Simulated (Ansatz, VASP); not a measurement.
# Two plane-wave programs on K2PtC6N6

File INCAR:

```
ALGO = Normal
EDIFF = 1E-8
ENCUT = 520
GGA = PS
ISIF = 2
ISMEAR = -1
LASPH = T
LCHARG = F
LEFG = T
LREAL = Auto
LWAVE = F
NBANDS = 54
NELM = 60
PREC = Accurate
SIGMA = 0.05
```

Contents of KPOINTS:

```
k-points
0
Gamma
  5 5 5
```

POSCAR

```
K2PtC6N6
1.0
    7.3927988720      0.0000000000      0.0000000000
   -3.6963994360      6.4023516282      0.0000000000
    0.0000000000      0.0000000000      6.6613000000
K Pt C N
2 1 6 6
Direct
    0.3333333333      0.6666666667      0.5000000000
    0.6666666667      0.3333333333      0.5000000000
    0.0000000000      0.0000000000      0.0000000000
    0.2230062416      0.2230062416      0.1739738714
    0.7769937584      0.0000000000      0.1739738714
    0.0000000000      0.7769937584      0.1739738714
    0.7769937584      0.7769937584      0.8260261286
    0.0000000000      0.2230062416      0.8260261286
    0.2230062416      0.0000000000      0.8260261286
    0.3513219900      0.3513219900      0.2750804217
    0.6486780100      0.0000000000      0.2750804217
    0.0000000000      0.6486780100      0.2750804217
    0.6486780100      0.6486780100      0.7249195783
    0.0000000000      0.3513219900      0.7249195783
    0.3513219900      0.0000000000      0.7249195783
```

Input for Ansatz:

```yaml
crystal:
  lattice:
    - [7.392798872, 0.0, 0.0]
    - [-3.696399436, 6.4023516282, 0.0]
    - [0.0, 0.0, 6.6613]
  atoms:
    - { symbol: K, position: [0.3333333333, 0.6666666667, 0.5] }
    - { symbol: K, position: [0.6666666667, 0.3333333333, 0.5] }
    - { symbol: Pt, position: [0.0, 0.0, 0.0] }
    - { symbol: C, position: [0.2230062416, 0.2230062416, 0.1739738714] }
    - { symbol: C, position: [0.7769937584, 0.0, 0.1739738714] }
    - { symbol: C, position: [0.0, 0.7769937584, 0.1739738714] }
    - { symbol: C, position: [0.7769937584, 0.7769937584, 0.8260261286] }
    - { symbol: C, position: [0.0, 0.2230062416, 0.8260261286] }
    - { symbol: C, position: [0.2230062416, 0.0, 0.8260261286] }
    - { symbol: "N", position: [0.35132199, 0.35132199, 0.2750804217] }
    - { symbol: "N", position: [0.64867801, 0.0, 0.2750804217] }
    - { symbol: "N", position: [0.0, 0.64867801, 0.2750804217] }
    - { symbol: "N", position: [0.64867801, 0.64867801, 0.7249195783] }
    - { symbol: "N", position: [0.0, 0.35132199, 0.7249195783] }
    - { symbol: "N", position: [0.35132199, 0.0, 0.7249195783] }
kpoints:
  mp_grid: { grid: [5, 5, 5] }
scf:
  occupations: { method: fermi_dirac, width: 0.05 }
hamiltonian:
  xc: pbesol
  pseudopotentials: { kind: paw }
output:
  forces: true
  stress: true
  populations: true
  efg:
    quadrupole_moments_barn: { K: 0.0603, "N": 0.02044 }
    contact_densities: true
```

Alike in both runs: task electric field gradients; functional PBEsol; k mesh 5 × 5 × 5; occupations fermi-dirac, width 0.05 eV; no spin polarisation.

|  | VASP | Ansatz |
| --- | --- | --- |
| version | VASP 6.6.1 | Ansatz 0.2.0 |
| potentials or method | VASP PAW PBE potentials, release 64 (K_sv, Pt, C, N) | plane-wave PAW, scalar-relativistic |
| plane-wave cutoff (eV) | 520 | 420 |
| valence electrons in the cell | 82 | 90 |

```tsv
	VASP	Ansatz	Ansatz less VASP
gap on the k mesh at the Fermi level (eV)	5.67	5.68	+0.009
pressure (GPa)	0.0	-0.5	-0.43
traceless stress, the component that is largest in VASP (GPa)	0.13	0.13	0.000
rms of the force components (eV/Å)	0.291	0.079	-0.2117
size of Vzz on the site where it differs most (V/Å²)	51.9	39.3	-12.60
```

VASP's potentials were made for PBE, not for PBEsol. Atom by atom the forces differ by 0.246 eV/Å (rms over components). One of these differences is far larger than is usual between the two programs; its cause wasn't traced. The functional is the same, so the differences come from potentials, cutoffs and numerics. VASP's potentials hold 82 valence electrons a cell and Ansatz's 90, so a difference there can come from the potentials and not from the codes.

Neither program's run includes spin-orbit coupling. Noted on VASP's run: the standard files for N, O and F lose accuracy on very short bonds.
